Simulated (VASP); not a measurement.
Here is a VASP 6.6.1 calculation.

The input INCAR:

```
SYSTEM = In2Au
ALGO     = Normal         ! electronic algorithm
EDIFF    = 1E-6           ! SCF threshold, eV
ENCUT    = 520            ! plane-wave cutoff, eV
ISIF     = 2              ! what is computed and relaxed
ISMEAR   = -1             ! smearing method
LASPH    = .True.         ! aspherical terms in the spheres
LCHARG   = .True.         ! write CHGCAR
LELF     = .True.         ! ELF
LREAL    = .False.        ! projectors in reciprocal space
LVHAR    = .True.       
LWAVE    = .False.        ! write WAVECAR
NBANDS   = 26             ! bands
NELM     = 100            ! most SCF steps
PREC     = Accurate       ! precision mode
SIGMA    = 0.05           ! smearing width, eV
```

The input KPOINTS:

```
k-points
0
Gamma
  10 10 10
  0 0 0
```

POSCAR

```
In2Au
1.0
    0.0000000000      3.3160200000      3.2510000000
    3.3160200000      0.0000000000      3.2510000000
    3.3160200000      3.3160200000      0.0000000000
In Au
2 1
Direct
    0.2500000000      0.2500000000      0.2500000000
    0.7500000000      0.7500000000      0.7500000000
    0.0000000000      0.0000000000      0.0000000000
```

Potentials or basis: VASP PAW LDA potentials, release 64 (In_d, Au).

Run with:

```console
$ cat potpaw_LDA.64/In_d/POTCAR potpaw_LDA.64/Au/POTCAR > POTCAR
$ mpirun -np 1 vasp_std > vasp.out
```

(1) Estimate the band gap on the k mesh.

(2) Estimate the pressure.

Results:

(1) zero (an odd number of electrons rules out a gap without spin polarisation).

(2) -3.6 GPa.

Caveat: the cell differs from its parent crystal (equal xx and yy strain of +2 %); the cell stands under tension; spin-orbit coupling is left out, which moves the levels of the heavy elements.
